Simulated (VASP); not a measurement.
# P (Pm-3m) in VASP: a series of runs, part 2 of 2

VASP 6.6.1.

### 3 Single point, PBE (volume scaled by 0.91)

Input file INCAR:

```
PREC = Accurate
ENCUT = 520
EDIFF = 1E-6
ISMEAR = 0
SIGMA = 0.1
LREAL = False
LASPH = True
NELM = 80
ALGO = Normal
ISIF = 2
LWAVE = False
LCHARG = False
GGA = PE
NBANDS = 8
```

Input file KPOINTS:

```
Automatic mesh
0
Gamma
  22 22 22
```

Input file POSCAR:

```
P
1.0
    2.3688356824      0.0000000000      0.0000000000
    0.0000000000      2.3688356824      0.0000000000
    0.0000000000      0.0000000000      2.3688356824
P
1
Direct
    0.0000000000      0.0000000000      0.0000000000
```

Potentials or basis: VASP PAW PBE potentials, release 64 (P).

Launch:

```
$ cat potpaw_PBE.64/P/POTCAR > POTCAR
$ mpirun -np 1 vasp_std > vasp.out
```

OUTCAR:

```text
PREC = Accurate
   ENCUT = 520
   EDIFF = 1E-6
   ISMEAR = 0
   LREAL = False
   LASPH = True
   NELM = 80
   ISIF = 2
   GGA = PE

 ion  position               nearest neighbor table
   1  0.000  0.000  0.000-

  LATTYP: Found a simple cubic cell.
 ALAT       =     2.3688356824

  Lattice vectors:

 A1 = (   2.3688356824,   0.0000000000,   0.0000000000)
 A2 = (   0.0000000000,   2.3688356824,   0.0000000000)
 A3 = (   0.0000000000,   0.0000000000,   2.3688356824)

Analysis of symmetry for initial positions (statically):
=====================================================================
 Subroutine PRICEL returns:
 Original cell was already a primitive cell.

 Routine SETGRP: Setting up the symmetry group for a
 simple cubic supercell.

 Subroutine GETGRP returns: Found 48 space group operations
 (whereof 48 operations were pure point group operations)
 out of a pool of 48 trial point group operations.

The static configuration has the point symmetry O_h .

Analysis of symmetry for dynamics (positions and initial velocities):
[... 153 lines left out ...]
  ---------------------------------------------------
  free energy    TOTEN  =        -5.22693157 eV

  energy without entropy =       -5.22559692  energy(sigma->0) =       -5.22626425

 E-fermi :  10.9982     XC(G=0): -11.6845

 val. band max:       10.9935376106   @ k =   0.3182   0.2273   0.1364
 cond. band min:      11.0243795812   @ k =   0.3182   0.2273   0.1818
 fundamental gap:      0.0308419706
 Fermi energy:        10.9982343301

 k-point     1 :       0.0000    0.0000    0.0000
  band No.  band energies     occupation
      1      -6.4750      2.00000
      2      16.5266      0.00000
      3      16.5266      0.00000
      4      16.5266      0.00000
      5      17.6597      0.00000
      6      17.6597      0.00000
      7      26.4018      0.00000
      8      36.6666      0.00000
[... 243 lines left out ...]
 k-point    24 :       0.0909    0.0909    0.0000
  band No.  band energies     occupation
      1      -6.0696      2.00000
      2      13.1683      0.00000
      3      14.2789      0.00000
      4      16.8505      0.00000
      5      19.4561      0.00000
      6      21.7369      0.00000
      7      27.6006      0.00000
      8      33.7230      0.00000

 [... further k-points ...]
[... 5 lines left out ...]
  --------------------------------------------------------------------------------------
  -------------------------------------------------------------------------------------
  Total        1.0800087      1.0800087      1.0800087      0.0000000     -0.0000000     -0.0000000
  in kB      130.1766272    130.1766272    130.1766272      0.0000000     -0.0000000     -0.0000000
  external PRESSURE =     130.1766272 kB  Pullay stress =       0.0000000 kB

 VOLUME and BASIS-vectors are now :
 -----------------------------------------------------------------------------
  energy-cutoff  :      520.00
  volume of cell :       13.29
      direct lattice vectors                 reciprocal lattice vectors
     2.368835682  0.000000000  0.000000000     0.422148318  0.000000000  0.000000000
     0.000000000  2.368835682  0.000000000     0.000000000  0.422148318  0.000000000
     0.000000000  0.000000000  2.368835682     0.000000000  0.000000000  0.422148318

 POSITION                                       TOTAL-FORCE (eV/Angst)
 -----------------------------------------------------------------------------------
      0.00000      0.00000      0.00000         0.000000      0.000000      0.000000
 -----------------------------------------------------------------------------------
    total drift:                               -0.000000      0.000000      0.000000

  FREE ENERGIE OF THE ION-ELECTRON SYSTEM (eV)
  ---------------------------------------------------
  free  energy   TOTEN  =        -5.2269315716 eV

  energy  without entropy=       -5.2255969195  energy(sigma->0) =       -5.22626425
```

OSZICAR:

```text
N       E                     dE             d eps       ncg     rms          rms(c)
DAV:   1     0.473696343477E+00    0.47370E+00   -0.21945E+03  6176   0.456E+02
DAV:   2    -0.517759861306E+01   -0.56513E+01   -0.53770E+01  8392   0.495E+01
DAV:   3    -0.522902897888E+01   -0.51430E-01   -0.51308E-01  6528   0.514E+00
DAV:   4    -0.522910054036E+01   -0.71561E-04   -0.71562E-04  9240   0.206E-01
DAV:   5    -0.522910060276E+01   -0.62391E-07   -0.62095E-07  6544   0.339E-03    0.544E+00
DAV:   6    -0.522725012847E+01    0.18505E-02   -0.92680E-04  7560   0.234E-01    0.325E+00
DAV:   7    -0.522683993376E+01    0.41019E-03   -0.19955E-03  6736   0.395E-01    0.110E-01
DAV:   8    -0.522692203471E+01   -0.82101E-04   -0.56197E-05  7856   0.615E-02    0.229E-02
DAV:   9    -0.522693108456E+01   -0.90498E-05   -0.84356E-06  7224   0.229E-02    0.233E-03
DAV:  10    -0.522693157163E+01   -0.48706E-06   -0.36228E-07  6384   0.444E-03
   1 F= -.52269316E+01 E0= -.52262642E+01  d E =-.133465E-02
```

stdout:

```text
POSCAR found type information on POSCAR P
 POSCAR found :  1 types and       1 ions
 scaLAPACK will be used
 LDA part: xc-table for (Slater+PW92), standard interpolation
 POSCAR, INCAR and KPOINTS ok, starting setup
 FFT: planning ... GRIDC
 FFT: planning ... GRID_SOFT
 FFT: planning ... GRID
 WAVECAR not read
 entering main loop
```

It took 12 s on 1 thread of Intel Xeon Platinum 8488C (Sapphire Rapids), shared host; peak memory 0.13 GiB.

Results:

| Property | Result |
| --- | --- |
| Free energy | -5.2269 eV |
| Pressure | 13.0 GPa |

Levels at points of the mesh, in eV from the Fermi level:
| k point | band 1 | band 2 | band 3 | band 4 | band 5 | band 6 | band 7 | band 8 |
| --- | --- | --- | --- | --- | --- | --- | --- | --- |
| (0.00, 0.00, 0.00) | -17.47 | 5.53 | 5.53 | 5.53 | 6.66 | 6.66 | 15.40 | 25.67 |
| (0.50, 0.00, 0.00) | -12.67 | -9.49 | 8.75 | 8.75 | 9.42 | 14.74 | 14.74 | 17.50 |
| (0.50, 0.50, 0.00) | -7.39 | -5.74 | -5.74 | 0.40 | 11.78 | 17.49 | 17.49 | 18.29 |
| (0.50, 0.50, 0.50) | -2.29 | -2.29 | -2.29 | -0.56 | 4.36 | 4.36 | 4.36 | 10.96 |

### 4 Single point, PBE (volume scaled by 0.94)

Input file INCAR:

```
  PREC = Accurate
  ENCUT = 520
  EDIFF = 1E-7
  ISMEAR = 0
  SIGMA = 0.1
  LREAL = F
  LASPH = T
  NELM = 80
  ALGO = Normal
  ISIF = 2
  LWAVE = F
  LCHARG = T
  GGA = PE
  LELF = T
  LVHAR = T
  NBANDS = 8
```

Input file KPOINTS:

```
regular mesh
0
Gamma
  22 22 22
```

Input file POSCAR:

```
P
1.0
    2.3945859137      0.0000000000      0.0000000000
    0.0000000000      2.3945859137      0.0000000000
    0.0000000000      0.0000000000      2.3945859137
P
1
Direct
    0.0000000000      0.0000000000      0.0000000000
```

Launch:

```
$ cat potpaw_PBE.64/P/POTCAR > POTCAR
$ mpirun -np 1 vasp_std > vasp.out
```

It took 14 s on 1 thread of Intel Xeon Platinum 8488C (Sapphire Rapids), shared host; peak memory 0.14 GiB.

Results (log left out):

| Item | Value |
| --- | --- |
| Free energy | -5.2554 eV |
| Pressure | 7.9 GPa |

Levels at points of the mesh, in eV from the Fermi level:
```csv
k point,band 1,band 2,band 3,band 4,band 5,band 6,band 7,band 8
"(0.00, 0.00, 0.00)",-17.10,5.36,5.36,5.36,6.73,6.73,15.01,25.23
"(0.50, 0.00, 0.00)",-12.47,-9.17,8.43,8.43,9.42,14.62,14.62,17.24
"(0.50, 0.50, 0.00)",-7.41,-5.55,-5.55,0.64,11.31,17.29,17.29,17.87
"(0.50, 0.50, 0.50)",-2.24,-2.24,-2.24,-0.95,4.49,4.49,4.49,10.99
```

### 5 Single point, PBE (volume scaled by 0.97)

INCAR is that of step 4.

Input file KPOINTS:

```
Automatic mesh
0
Gamma
  22 22 22
```

Input file POSCAR:

```
P
1.0
    2.4197939337      0.0000000000      0.0000000000
    0.0000000000      2.4197939337      0.0000000000
    0.0000000000      0.0000000000      2.4197939337
P
1
Direct
    0.0000000000      0.0000000000      0.0000000000
```

Launch:

```
$ cat potpaw_PBE.64/P/POTCAR > POTCAR
$ mpirun -np 1 vasp_std > vasp.out
```

It took 14 s on 1 thread of Intel Xeon Platinum 8488C (Sapphire Rapids), shared host; peak memory 0.14 GiB.

It converged, with:

```yaml
Free_energy: -5.2712 eV
Pressure: 3.6 GPa
```

Levels at points of the mesh, in eV from the Fermi level:
```
           k point  band 1  band 2  band 3  band 4  band 5  band 6
(0.00, 0.00, 0.00)  -16.75    5.20    5.20    5.20    6.79    6.79
(0.50, 0.00, 0.00)  -12.29   -8.88    8.13    8.13    9.41   14.51
(0.50, 0.50, 0.00)   -7.43   -5.38   -5.38    0.85   10.86   17.10
(0.50, 0.50, 0.50)   -2.19   -2.19   -2.19   -1.31    4.62    4.62
```

### 6 Single point, PBE (volume scaled by 1.03)

Input file INCAR:

```
SYSTEM = P
PREC = Accurate
ENCUT = 520
EDIFF = 1E-6
ISMEAR = 0
SIGMA = 0.1
LREAL = .False.
LASPH = .True.
NELM = 60
ALGO = Normal
ISIF = 2
LWAVE = .False.
LCHARG = .False.
GGA = PE
NBANDS = 8
```

Input file KPOINTS:

```
Automatic mesh
0
Gamma
  22 22 22
  0 0 0
```

Input file POSCAR:

```
P
1.0
    2.4686918338      0.0000000000      0.0000000000
    0.0000000000      2.4686918338      0.0000000000
    0.0000000000      0.0000000000      2.4686918338
P
1
Direct
    0.0000000000      0.0000000000      0.0000000000
```

Potentials or basis: VASP PAW PBE potentials, release 64 (P).

Launch:

```
$ cat potpaw_PBE.64/P/POTCAR > POTCAR
$ mpirun -np 1 vasp_std > vasp.out
```

Wall time 13 s (1 thread of Intel Xeon Platinum 8488C (Sapphire Rapids), shared host); peak memory 0.14 GiB.

The run converged. Its results:

```
Free energy : -5.2706 eV
Pressure    : -3.3 GPa
```

Levels at points of the mesh, in eV from the Fermi level:
```
           k point  band 1  band 2  band 3  band 4  band 5  band 6  band 7
(0.00, 0.00, 0.00)  -16.11    4.90    4.90    4.90    6.91    6.91   13.95
(0.50, 0.00, 0.00)  -11.96   -8.33    7.58    7.58    9.40   14.29   14.29
(0.50, 0.50, 0.00)   -7.48   -5.05   -5.05    1.25   10.06   16.74   16.74
(0.50, 0.50, 0.50)   -2.09   -2.09   -2.09   -1.97    4.85    4.85    4.85
```

### 7 The runs side by side

```tsv
cell	gap on the mesh (eV)	pressure (GPa)
a = 2.343 Å, 1 atom	none	19.2
a = 2.369 Å, 1 atom	none	13.0
a = 2.395 Å, 1 atom	none	7.9
a = 2.420 Å, 1 atom	none	3.6
a = 2.469 Å, 1 atom	none	-3.3
```

Alike in all rows: task single point; level PBE; potentials or basis VASP PAW PBE potentials, release 64 (P); no spin polarisation; k mesh 22 × 22 × 22; cutoff (eV) 520; smearing gaussian 0.1 eV.

Total energies depend on the potentials used, so only differences within one code and one set of settings carry meaning.
